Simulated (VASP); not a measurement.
Here is a VASP 6.6.1 calculation.

The input INCAR:

```
  PREC = Accurate
  ENCUT = 520
  EDIFF = 1E-6
  ISMEAR = 0
  SIGMA = 0.1
  LREAL = False
  LASPH = True
  NELM = 80
  ALGO = Fast
  ISIF = 2
  LWAVE = False
  LCHARG = False
  GGA = PE
  NBANDS = 8
```

KPOINTS

```
regular mesh
0
Gamma
  28 28 28
```

File POSCAR:

```
Al
1.0
   -1.4287113756      1.4287113756      2.0204897049
    1.4287113756     -1.4287113756      2.0204897049
    1.4287113756      1.4287113756     -2.0204897049
Al
1
Direct
    0.5000000000      0.5000000000      0.0000000000
```

Potentials or basis: VASP PAW PBE potentials, release 64 (Al).

Command:

```console
$ cat potpaw_PBE.64/Al/POTCAR > POTCAR
$ mpirun -np 1 vasp_std > vasp.out
```

Problem. Estimate the pressure.

Solution. -0.1 GPa.

Problem. What does it give for the band gap on the k mesh?

Solution. Zero (an odd number of electrons rules out a gap without spin polarisation).
